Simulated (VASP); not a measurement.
Runs of VASP 6.6.1 on InSb. The structure is cubic, space group F-43m (No. 216). Conventional cell: a = 6.559 Å, b = 6.559 Å, c = 6.559 Å, α = 90.00°, β = 90.00°, γ = 90.00°. In (site symmetry -43m) has 4 Sb at 2.84 Å within 3.7 Å. Within 3.7 Å of Sb (site symmetry -43m) lie 4 In at 2.84 Å. 

```csv
level,grid for exact exchange (PRECFOCK),share of exact exchange,screening parameter,gap on the mesh (eV),pressure (GPa)
HSE06,Normal,0.25,0.2079 1/Å,(b),-0.6
r2SCAN,-,-,-,-,0.3
PBE,-,-,-,none,(a)
PBE-based global hybrid with 50 % exact exchange,Normal,0.5,-,2.76,-3.8
```

Alike in all rows: task single point; potentials or basis VASP PAW PBE potentials, release 64 (In_d, Sb); no spin polarisation; cell as given; k mesh 4 × 4 × 4; cutoff (eV) 520; smearing fermi-dirac 0.02 eV.

**Question.** Fill in the values left out.

**Answer.** (a) 1.8; (b) 0.32.

Caveats: some runs use coarse meshes; spin-orbit coupling is left out, which moves the levels of the heavy elements; the PAW data sets were made with another functional, which shifts forces and pressure a little (at least some runs); semilocal functionals underestimate gaps, so a narrow gap can read as zero (at least some runs); the cell stands under tension (at least some runs).

A k mesh can miss the band edges, and the runs leave out spin-orbit coupling on In, Sb.

A gap of «none» marks levels without a gap at the run's occupations.
